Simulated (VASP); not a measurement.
A run of VASP 6.6.1:

The input INCAR:

```
ALGO = Normal
EDIFF = 1E-6
ENCUT = 520
GGA = PE
ISIF = 2
ISMEAR = 0
LASPH = True
LCHARG = False
LREAL = False
LWAVE = False
NBANDS = 12
NELM = 60
PREC = Accurate
SIGMA = 0.1
```

File KPOINTS:

```
k-points
0
Gamma
  18 18 18
```

The input POSCAR:

```
Ag
1.0
    0.0000000000      2.0427500000      2.0427500000
    2.0427500000      0.0000000000      2.0427500000
    2.0427500000      2.0427500000      0.0000000000
Ag
1
Direct
    0.0000000000      0.0000000000      0.0000000000
```

Potentials or basis: VASP PAW PBE potentials, release 64 (Ag).

Launch:

```bash
$ cat potpaw_PBE.64/Ag/POTCAR > POTCAR
$ mpirun -np 1 vasp_std > vasp.out
```

Hardware: 1 thread of Intel Xeon 8259CL, with other jobs on the host.

**Question.** How long does it take, and how much memory?

**Answer.** Run time: 44 s on 1 thread of Intel Xeon 8259CL, on a shared host, peak memory 0.17 GiB. Counts: scf iterations 11, k points 195.
